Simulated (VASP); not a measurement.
# CdTe (F-43m) in VASP: further runs

The runs below take CdTe through single point, with PBE.

Program: VASP 6.6.1. These are calculated values, not measurements. Logs are shortened: lines on timing, memory, paths and dates and some standing lists are left out, and cuts for length are marked.

## (1) The cell of the first run

Symmetry: F-43m, No. 216, cubic system. The conventional cell has a = 6.189 Å, b = 6.189 Å, c = 6.189 Å, α = 90.00°, β = 90.00°, γ = 90.00°. Within 3.5 Å of Cd (site symmetry -43m) lie 4 Te at 2.68 Å. Within 3.5 Å of Te (site symmetry -43m) lie 4 Cd at 2.68 Å.

## (2) Single point, PBE

INCAR

```
ALGO = Normal
EDIFF = 1E-6
ENCUT = 500
GGA = PE
GGA_COMPAT = False
ISIF = 2
ISMEAR = 0
LASPH = True
LCHARG = False
LREAL = False
LWAVE = False
NBANDS = 16
NELM = 120
PREC = Accurate
SIGMA = 0.01
```

KPOINTS

```
k-points
0
Gamma
  6 6 6
```

POSCAR

```
CdTe
1.0
    0.0000000000      3.0943934777      3.0943934777
    3.0943934777      0.0000000000      3.0943934777
    3.0943934777      3.0943934777      0.0000000000
Cd Te
1 1
Direct
    0.0000000000      0.0000000000      0.0000000000
    0.2500000000      0.2500000000      0.2500000000
```

Potentials or basis: VASP PAW PBE potentials, release 64 (Cd, Te).

The run is started by

```console
> cat potpaw_PBE.64/Cd/POTCAR potpaw_PBE.64/Te/POTCAR > POTCAR
> mpirun -np 1 vasp_std > vasp.out
```

OUTCAR:

```text
EDIFF = 1E-6
   ENCUT = 500
   GGA = PE
   ISIF = 2
   ISMEAR = 0
   LASPH = True
   LREAL = False
   NELM = 120
   PREC = Accurate

 ion  position               nearest neighbor table
   1  0.000  0.000  0.000-   2 2.68   2 2.68   2 2.68   2 2.68
   2  0.250  0.250  0.250-   1 2.68   1 2.68   1 2.68   1 2.68

  LATTYP: Found a face centered cubic cell.
 ALAT       =     6.1887869554

  Lattice vectors:

 A1 = (   0.0000000000,   3.0943934777,   3.0943934777)
 A2 = (   3.0943934777,   0.0000000000,   3.0943934777)
 A3 = (   3.0943934777,   3.0943934777,   0.0000000000)

Analysis of symmetry for initial positions (statically):
=====================================================================
 Subroutine PRICEL returns:
 Original cell was already a primitive cell.

 Routine SETGRP: Setting up the symmetry group for a
 face centered cubic supercell.

 Subroutine GETGRP returns: Found 24 space group operations
 (whereof 24 operations were pure point group operations)
 out of a pool of 48 trial point group operations.

The static configuration has the point symmetry T_d .

Analysis of symmetry for dynamics (positions and initial velocities):
=====================================================================
 Subroutine PRICEL returns:
 Original cell was already a primitive cell.

 Routine SETGRP: Setting up the symmetry group for a
 face centered cubic supercell.

 Subroutine GETGRP returns: Found 24 space group operations
 (whereof 24 operations were pure point group operations)
 out of a pool of 48 trial point group operations.

The dynamic configuration has the point symmetry T_d .

 Subroutine INISYM returns: Found 24 space group operations
 (whereof 24 operations are pure point group operations),
 and found     1 'primitive' translations

----------------------------------------------------------------------------------------

                                     Primitive cell

  volume of cell :      59.2593

  direct lattice vectors                    reciprocal lattice vectors
     0.000000000  3.094393478  3.094393478    -0.161582554  0.161582554  0.161582554
     3.094393478  0.000000000  3.094393478     0.161582554 -0.161582554  0.161582554
     3.094393478  3.094393478  0.000000000     0.161582554  0.161582554 -0.161582554

  length of vectors
     4.376133223  4.376133223  4.376133223     0.279869192  0.279869192  0.279869192

  position of ions in fractional coordinates (direct lattice)
     0.000000000  0.000000000  0.000000000
     0.250000000  0.250000000  0.250000000

  ion indices of the primitive-cell ions
   primitive index   ion index
                 1           1
                 2           2

----------------------------------------------------------------------------------------

 KPOINTS: k-points

Automatic generation of k-mesh.
 Grid dimensions read from file:
 generate k-points for:    6    6    6

 Generating k-lattice:

  Cartesian coordinates                     Fractional coordinates (reciprocal lattice)
    -0.026930426  0.026930426  0.026930426     0.166666667  0.000000000  0.000000000
     0.026930426 -0.026930426  0.026930426     0.000000000  0.166666667  0.000000000
     0.026930426  0.026930426 -0.026930426     0.000000000  0.000000000  0.166666667

  Length of vectors
     0.046644865  0.046644865  0.046644865

  Shift w.r.t. Gamma in fractional coordinates (k-lattice)
     0.000000000  0.000000000  0.000000000

 Subroutine IBZKPT returns following result:
 ===========================================

 Found     16 irreducible k-points:

 Following reciprocal coordinates:
            Coordinates               Weight
  0.000000  0.000000  0.000000      1.000000
  0.166667  0.000000  0.000000      8.000000
  0.333333  0.000000  0.000000      8.000000
  0.500000  0.000000  0.000000      4.000000
  0.166667  0.166667  0.000000      6.000000
  0.333333  0.166667  0.000000     24.000000
[... 8 lines left out ...]
 -0.333333  0.333333  0.166667     24.000000
 -0.333333  0.500000  0.166667     12.000000
   k-points           NKPTS =     16   k-points in BZ     NKDIM =     16   number of bands    NBANDS=     16
   number of dos      NEDOS =    301   number of ions     NIONS =      2
   total plane-waves  NPLWV =  32768
   dimension x,y,z NGX =    32 NGY =   32 NGZ =   32
   dimension x,y,z NGXF=    64 NGYF=   64 NGZF=   64
   ions per type =               1   1
   NGX,Y,Z   is equivalent  to a cutoff of  12.16, 12.16, 12.16 a.u.
   NGXF,Y,Z  is equivalent  to a cutoff of  24.31, 24.31, 24.31 a.u.
 SYSTEM =  unknown system
   PREC   = accura    normal or accurate (medium, high low for compatibility)
   ISTART =      0    job   : 0-new  1-cont  2-samecut
   ICHARG =      2    charge: 1-file 2-atom 10-const
   ISPIN  =      1    spin polarized calculation?
   LNONCOLLINEAR =      F non collinear calculations
   LSORBIT =      F    spin-orbit coupling
   LASPH  =      T    aspherical Exc in radial PAW
   ENCUT  =  500.0 eV  36.75 Ry    6.06 a.u.   7.98  7.98  7.98*2*pi/ulx,y,z
   NELM   =    120;   NELMIN=  2; NELMDL= -5     # of ELM steps
   EDIFF  = 0.1E-05   stopping-criterion for ELM
   LREAL  =      F    real-space projection
   EDIFFG = 0.1E-04   stopping-criterion for IOM
   NSW    =      0    number of steps for IOM
   IBRION =     -1    ionic relax: 0-MD 1-quasi-New 2-CG
   NFREE  =      0    steps in history (QN), initial steepest desc. (CG)
   ISIF   =      2    stress and relaxation
   ISYM   =      2    0-nonsym 1-usesym 2-fastsym
   POTIM  = 0.5000    time-step for ionic-motion
   TEBEG  =    0.0;   TEEND  =   0.0 temperature during run
   PSTRESS=    0.0 pullay stress
   NELECT =      18.0000    total number of electrons
   NUPDOWN=      -1.0000    fix difference up-down
   EMIN   =  10.00;   EMAX   =-10.00  energy-range for DOS
   EFERMI =   0.00;   METHOD = LEGACY
   ISMEAR =     0;   SIGMA  =   0.01  broadening in eV -4-tet -1-fermi 0-gaus
   EFERMI_NEDOS =   21; number of points for ismear=-14 and -15
   IALGO  =     38    algorithm
   IMIX   =      4    mixing-type and parameters
     AMIX     =   0.40;   BMIX     =  1.00
     AMIX_MAG =   1.60;   BMIX_MAG =  1.00
  volume/ion in A,a.u.               =      29.63       199.95
  Fermi-wavevector in a.u.,A,eV,Ry     =   1.100475  2.079596 16.477267  1.211045
  Thomas-Fermi vector in A             =   2.236887
   LORBIT       =      0    0 simple, 1 ext, 2 COOP (PROOUT), +10 PAW based schemes
   GGA     = PE    functional components
   LHFCALC =     F    Hartree Fock is set to
   AEXX    =    0.0000 exact exchange contribution
   IVDW    =     0    specifies the selected vdW correction
   LEPSILON=     F    determine dielectric tensor
   LRPA    =     F    only Hartree local field effects (RPA)
 non-spin polarized calculation
 Gauss-broadening in eV      SIGMA  =   0.01
  energy-cutoff  :      500.00
  volume of cell :       59.26
 maximum number of plane-waves:      1524
   NGX = 15   NGY = 15   NGZ = 15

 number of electron      18.0000008 magnetization

 Free energy of the ion-electron system (eV)
  ---------------------------------------------------
  ext. energy  EPLUGINS =         0.00000000
  ---------------------------------------------------
  free energy    TOTEN  =        -4.40338817 eV

  energy without entropy =       -4.40338817  energy(sigma->0) =       -4.40338817

 E-fermi :   3.7958     XC(G=0):  -9.2133

 val. band max:        3.7329251680   @ k =   0.0000   0.0000   0.0000
 cond. band min:       4.9370465624   @ k =   0.0000   0.0000   0.0000
 fundamental gap:      1.2041213944
 Fermi energy:         3.7957908453

 k-point     1 :       0.0000    0.0000    0.0000
  band No.  band energies     occupation
      1      -8.3424      2.00000
      2      -5.1487      2.00000
      3      -5.1487      2.00000
      4      -5.1487      2.00000
      5      -4.7712      2.00000
      6      -4.7712      2.00000
[... 8 lines left out ...]
     15      13.3207      0.00000
     16      13.3207      0.00000

 k-point     2 :       0.1667    0.0000    0.0000
  band No.  band energies     occupation
      1      -8.2077      2.00000
      2      -5.1215      2.00000
      3      -5.1215      2.00000
      4      -5.0545      2.00000
      5      -4.7736      2.00000
      6      -4.7736      2.00000
[... 8 lines left out ...]
     15      12.2438      0.00000
     16      12.2708      0.00000

 k-point     3 :       0.3333    0.0000    0.0000
  band No.  band energies     occupation
      1      -7.9364      2.00000
      2      -5.0750      2.00000
      3      -5.0750      2.00000
      4      -4.7680      2.00000
      5      -4.7680      2.00000
      6      -4.6889      2.00000
[... 8 lines left out ...]
     15      12.7540      0.00000
     16      12.7540      0.00000

 k-point     4 :       0.5000    0.0000    0.0000
  band No.  band energies     occupation
      1      -7.8039      2.00000
      2      -5.0574      2.00000
      3      -5.0574      2.00000
      4      -4.7584      2.00000
      5      -4.7584      2.00000
      6      -4.2921      2.00000
[... 8 lines left out ...]
     15      14.3504      0.00000
     16      14.3504      0.00000
[... 172 lines left out ...]
 k-point    14 :       0.5000    0.3333    0.1667
  band No.  band energies     occupation
      1      -7.7657      2.00000
      2      -5.0094      2.00000
      3      -5.0025      2.00000
      4      -4.8430      2.00000
      5      -4.7547      2.00000
      6      -4.3770      2.00000
[... 8 lines left out ...]
     15      14.4648      0.00000
     16      15.5957      0.00000

 k-point    15 :      -0.3333    0.3333    0.1667
  band No.  band energies     occupation
      1      -7.6834      2.00000
      2      -5.0019      2.00000
      3      -4.9785      2.00000
      4      -4.8105      2.00000
      5      -4.7710      2.00000
      6      -4.0715      2.00000
[... 8 lines left out ...]
     15      14.6440      0.00000
     16      15.4428      0.00000

 k-point    16 :      -0.3333    0.5000    0.1667
  band No.  band energies     occupation
      1      -7.6433      2.00000
      2      -4.9710      2.00000
      3      -4.9505      2.00000
      4      -4.8449      2.00000
      5      -4.7561      2.00000
      6      -3.9954      2.00000
[... 8 lines left out ...]
     15      15.3557      0.00000
     16      15.6249      0.00000

------------------------ aborting loop because EDIFF is reached ----------------------------------------

  FORCE on cell =-STRESS in cart. coord.  units (eV):
  Direction    XX          YY          ZZ          XY          YZ          ZX
  --------------------------------------------------------------------------------------
  -------------------------------------------------------------------------------------
  Total        4.3290063      4.3290063      4.3290063      0.0000000     -0.0000000      0.0000000
  in kB      117.0421234    117.0421234    117.0421234      0.0000000     -0.0000000      0.0000000
  external PRESSURE =     117.0421234 kB  Pullay stress =       0.0000000 kB

 VOLUME and BASIS-vectors are now :
 -----------------------------------------------------------------------------
  energy-cutoff  :      500.00
  volume of cell :       59.26
      direct lattice vectors                 reciprocal lattice vectors
     0.000000000  3.094393478  3.094393478    -0.161582554  0.161582554  0.161582554
     3.094393478  0.000000000  3.094393478     0.161582554 -0.161582554  0.161582554
     3.094393478  3.094393478  0.000000000     0.161582554  0.161582554 -0.161582554

 POSITION                                       TOTAL-FORCE (eV/Angst)
 -----------------------------------------------------------------------------------
      0.00000      0.00000      0.00000        -0.000000     -0.000000     -0.000000
      1.54720      1.54720      1.54720         0.000000      0.000000      0.000000
 -----------------------------------------------------------------------------------
    total drift:                               -0.000000     -0.000000     -0.000000

  FREE ENERGIE OF THE ION-ELECTRON SYSTEM (eV)
  ---------------------------------------------------
  free  energy   TOTEN  =        -4.4033881659 eV

  energy  without entropy=       -4.4033881659  energy(sigma->0) =       -4.40338817
```

It took 19 s on 1 thread of Intel Xeon 8259CL, shared host; peak memory 0.18 GiB.

Results:

| Quantity | Value |
| --- | --- |
| Free energy | -4.4034 eV |
| Pressure | 11.7 GPa |
| Band gap on the k mesh | 1.20 eV |

Levels at points of the mesh, in eV from the valence-band top:
| k point | band 7 | band 8 | band 9 | band 10 | band 11 | band 12 |
| --- | --- | --- | --- | --- | --- | --- |
| (0.00, 0.00, 0.00) | 0.00 | 0.00 | 0.00 | 1.20 | 4.46 | 4.46 |
| (0.50, 0.00, 0.00) | -5.30 | -1.01 | -1.01 | 1.94 | 5.09 | 5.09 |
| (0.50, 0.50, 0.00) | -5.04 | -2.39 | -2.39 | 2.26 | 2.57 | 9.66 |

Caveat: the cell stands under pressure; spin-orbit coupling is left out, which moves the levels of the heavy elements.

## (3) Single point, PBE

This run uses another cell than the first one, of 30.45 Å³/atom.

INCAR

```
PREC     = Accurate       # precision mode
ENCUT    = 500            # plane-wave cutoff, eV
EDIFF    = 1E-6           # SCF threshold, eV
ISMEAR   = 0              # smearing method
SIGMA    = 0.01           # smearing width, eV
LREAL    = F              # projectors in reciprocal space
LASPH    = T              # aspherical terms in the spheres
NELM     = 120            # most SCF steps
ALGO     = Normal         # electronic algorithm
ISIF     = 2              # what is computed and relaxed
LWAVE    = F              # write WAVECAR
LCHARG   = F              # write CHGCAR
GGA      = PE             # functional
NBANDS   = 16             # bands
GGA_COMPAT= F
```

KPOINTS

```
regular mesh
0
Gamma
  6 6 6
```

POSCAR

```
CdTe
1.0
    0.0000000000      3.1227839945      3.1227839945
    3.1227839945      0.0000000000      3.1227839945
    3.1227839945      3.1227839945      0.0000000000
Cd Te
1 1
Direct
    0.0000000000      0.0000000000      0.0000000000
    0.2500000000      0.2500000000      0.2500000000
```

Potentials or basis: VASP PAW PBE potentials, release 64 (Cd, Te).

The run is started by

```console
> cat potpaw_PBE.64/Cd/POTCAR potpaw_PBE.64/Te/POTCAR > POTCAR
> mpirun -np 1 vasp_std > vasp.out
```

Wall time 16 s (1 thread of Intel Xeon 8259CL, shared host); peak memory 0.18 GiB.

It converged, with:

```yaml
Free_energy: -4.5120 eV
Pressure: 9.5 GPa
Band_gap_on_the_k_mesh: 1.12 eV
```

Levels at points of the mesh, in eV from the valence-band top:
| k point | band 5 | band 6 | band 7 | band 8 | band 9 | band 10 | band 11 | band 12 | band 13 | band 14 |
| --- | --- | --- | --- | --- | --- | --- | --- | --- | --- | --- |
| (0.00, 0.00, 0.00) | -8.39 | -8.39 | 0.00 | 0.00 | 0.00 | 1.12 | 4.50 | 4.50 | 4.50 | 7.59 |
| (0.50, 0.00, 0.00) | -8.38 | -7.94 | -5.12 | -0.96 | -0.96 | 1.92 | 5.12 | 5.12 | 7.08 | 9.12 |
| (0.50, 0.50, 0.00) | -8.35 | -7.76 | -4.88 | -2.28 | -2.28 | 2.33 | 2.60 | 9.49 | 9.69 | 9.69 |

Caveat: the cell stands under pressure; spin-orbit coupling is left out, which moves the levels of the heavy elements. Expect the measured gap to be larger: semilocal functionals such as PBE lack the derivative discontinuity.

[end of part 1 of 2]
